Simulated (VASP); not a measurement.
Wanted: the native input for a VASP 6.6.1 run.

```yaml
Task: single point
Functional: LDA
Potentials_or_basis: VASP PAW LDA potentials, release 64 (Rb_sv)
Cutoff: 520 eV
k_mesh: 8 × 8 × 8
Occupations: fermi-dirac, width 1 eV
Spin: no spin polarisation
Dipole_correction: no
Further_INCAR_settings: ALGO = Normal; EDIFF = 1e-06; NBANDS = 10
```

The structure of Rb lies in POSCAR:

```
Rb
1.0
   -2.6859640533      2.6859640533      2.6859640533
    2.6859640533     -2.6859640533      2.6859640533
    2.6859640533      2.6859640533     -2.6859640533
Rb
1
Direct
    0.0000000000      0.0000000000      0.0000000000
```

One way to write it, as run:

INCAR

```
ALGO = Normal ; EDIFF = 1E-6
ENCUT = 520 ; GGA = CA
ISIF = 2 ; ISMEAR = -1
LASPH = T ; LCHARG = F
LREAL = F ; LWAVE = F
NBANDS = 10 ; NELM = 80
PREC = Accurate ; SIGMA = 1.0
```

KPOINTS

```
k-points
0
Gamma
  8 8 8
```

Potentials or basis: VASP PAW LDA potentials, release 64 (Rb_sv).

The run is started by

```sh
$ cat potpaw_LDA.64/Rb_sv/POTCAR > POTCAR
$ mpirun -np 1 vasp_std > vasp.out
```

It gave:

```json
{
  "Pressure": "0.6 GPa"
}
```

It took 13 s on 1 thread of Intel Xeon 6975P-C (shared host), peak memory 0.17 GiB.
